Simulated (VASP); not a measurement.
Si23H4O48 (a cell with a defect): single point with r2SCAN

System: Si23H4O48 (a cell with a defect).

```xyz
75
Lattice="9.8316 0.0000 0.0000 -4.9158 8.5144 0.0000 0.0000 0.0000 10.8182" Properties=species:S:1:pos:R:3 pbc="T T T"
Si    2.6187    0.0083    1.7685
Si   -1.3010    2.3020    3.6317
Si    1.1100    2.0044    0.0011
Si   -2.2959    8.4953    7.1795
Si    8.4555    2.2679    9.0335
Si    1.1607    1.9456    5.4281
Si    0.1663    4.2805    1.8089
Si    6.0560    6.5358    3.6041
Si   -1.3042    6.2413   10.7820
Si    6.0521    6.5279    9.0085
Si   -1.3113    6.2633    5.3834
Si    7.5418    0.0366    1.8092
Si    3.5876    2.2741    3.5985
Si    6.0035    1.9755    0.0032
Si    7.5222    0.0105    7.2147
Si    3.5560    2.2628    9.0010
Si    6.0550    1.9907    5.4008
Si    5.0609    4.2643    1.8099
Si    1.1405    6.5592    3.5922
Si    3.6046    6.2743    0.0131
Si    5.0477    4.2535    7.2086
Si    1.1802    6.5494    8.9967
Si    3.5886    6.2623    5.4057
O    -0.3396    1.7593    4.8275
O     1.1130    3.1148    1.1890
O    -0.7587    3.7016    3.0146
O     1.6469    0.5951    0.5993
O     2.1154    2.5070    4.2338
O     3.5540    1.1785    2.3946
O    -0.3884    1.7869   10.2309
O     1.2584    2.9951    6.6710
O    -0.7751    3.6528    8.4174
O     1.6812    0.4890    5.9493
O     2.0700    2.5188    9.6062
O     3.5419    1.1618    7.8078
O    -2.8046    6.0139    4.8015
O    -1.3281    7.3940    1.1159
O    -3.2266    7.9187    2.9590
O    -0.7949    4.8520    0.6276
O    -0.3512    6.8064    4.1821
O     1.1203    5.4550    2.3964
O    -2.7995    6.0025   10.1946
O    -1.3057    7.3593    6.5885
O    -3.2443    7.9187    8.3722
O    -0.7779    4.8528    6.0088
O    -0.3357    6.7013    9.5566
O     1.3099    5.5210    7.7275
O     4.5815    1.7426    4.7729
O     5.9902    3.0897    1.1868
O     4.1085    3.6883    2.9951
O     6.5740    0.5885    0.6201
O     7.0417    2.5475    4.2342
O     8.4842    1.2054    2.4246
O     4.5170    1.7422   10.2090
O     5.9999    3.0845    6.6096
O     4.0722    3.6809    8.3860
O     6.5952    0.5883    6.0093
O     6.9573    2.4923    9.6089
O     8.4793    1.1633    7.8377
O     2.1092    6.0271    4.7849
O     3.5862    7.3948    1.1915
O     1.6874    7.9663    2.9997
O     4.1269    4.8655    0.6213
O     4.5739    6.7870    4.2190
O     6.0246    5.4119    2.4274
O     2.1163    6.0368   10.2273
O     3.5609    7.3612    6.6070
O     1.6433    7.9978    8.4195
O     4.1211    4.8526    6.0161
O     4.5724    6.7827    9.6247
O     6.0146    5.3940    7.8391
H     1.8625    4.4549    7.8760
H     0.5082    3.0321    7.3083
H     0.1014    4.9807    6.4437
H    -1.2142    4.0841    7.6480
```

- Program: VASP 6.6.1
- Task: single point
- Functional: r2SCAN
- Potentials or basis: VASP PAW PBE potentials, release 64 (Si, O, H)
- Cutoff: 520 eV
- k mesh: 1 × 1 × 1
- Occupations: gaussian, width 0.02 eV
- Spin: no spin polarisation

```json
{"Pressure": "-3.2 GPa", "Largest force": "5.304 eV/Å", "Band gap on the k mesh": "6.23 eV"}
```

Forces in eV/Å, atoms in the order of the input:
```
Si   0.055 -0.027  0.000
Si  -0.044  0.063 -0.027
Si  -0.097 -0.041  0.064
Si   0.082 -0.102  0.017
Si   0.037  0.025 -0.002
Si   0.002 -0.134 -0.218
Si   0.029  0.033 -0.018
Si  -0.023  0.024 -0.002
Si   0.041 -0.032 -0.068
Si  -0.020  0.028  0.034
Si  -0.003 -0.044  0.026
Si   0.032 -0.032 -0.008
Si   0.009  0.037 -0.017
Si   0.022 -0.046  0.019
Si   0.000 -0.073  0.030
Si   0.059 -0.120  0.086
Si   0.003 -0.067 -0.001
Si   0.036  0.016 -0.007
Si   0.004  0.025  0.024
Si  -0.119 -0.026 -0.034
Si   0.127  0.083 -0.104
Si   0.022 -0.293 -0.162
Si  -0.093 -0.013  0.044
O    0.183  0.232 -0.091
O   -0.256 -0.034 -0.162
O    0.135 -0.232 -0.138
O    0.152  0.247  0.120
O    0.095 -0.240  0.178
O   -0.260  0.021  0.149
O    0.135  0.208 -0.151
O   -0.231 -0.207  0.086
O   -0.290 -0.254 -0.122
O    0.121  0.309  0.186
O    0.158 -0.182  0.066
O   -0.277  0.065  0.145
O    0.122  0.238 -0.153
O   -0.281 -0.016 -0.104
O    0.137 -0.200 -0.138
O    0.151  0.203  0.149
O    0.114 -0.241  0.153
O   -0.266  0.003  0.152
O    0.095  0.231 -0.161
O   -0.309  0.012 -0.161
O    0.150 -0.193 -0.157
O    0.150  0.380 -0.043
O    0.039 -0.142  0.264
O    2.296 -4.257  0.786
O    0.098  0.241 -0.133
O   -0.268 -0.019 -0.148
O    0.145 -0.228 -0.140
O    0.131  0.241  0.133
O    0.115 -0.244  0.150
O   -0.246  0.019  0.157
O    0.089  0.244 -0.177
O   -0.275  0.007 -0.125
O    0.025 -0.218 -0.136
O    0.128  0.248  0.135
O    0.129 -0.221  0.155
O   -0.256  0.045  0.147
O    0.127  0.242 -0.173
O   -0.253 -0.005 -0.128
O    0.137 -0.210 -0.154
O    0.159  0.197  0.154
O    0.126 -0.233  0.141
O   -0.269  0.019  0.143
O    0.213  0.255 -0.042
O   -0.240  0.002 -0.169
O    0.200 -0.121 -0.162
O    0.157  0.163  0.181
O    0.145 -0.233  0.141
O   -0.278 -0.007  0.132
H   -2.441  4.661 -0.669
H    0.157  0.066 -0.162
H   -0.150 -0.057 -0.017
H    0.171 -0.089  0.238
```

Stress tensor (GPa, compression positive):
```
-3.26  0.54 -0.14
 0.54 -3.21 -0.07
-0.14 -0.07 -3.01
```

Levels at points of the mesh, in eV from the valence-band top:
| k point | band 189 | band 190 | band 191 | band 192 | band 193 | band 194 | band 195 | band 196 |
| --- | --- | --- | --- | --- | --- | --- | --- | --- |
| (0.00, 0.00, 0.00) | -0.23 | -0.23 | -0.15 | 0.00 | 6.23 | 7.68 | 8.37 | 8.53 |

It took 19 min on 1 thread of Intel Xeon 8259CL, with other jobs on the host, peak memory 1.1 GiB.

Caveat: the k points lie up to 0.74 Å⁻¹ apart; the PAW data sets were made with another functional, which shifts forces and pressure a little.
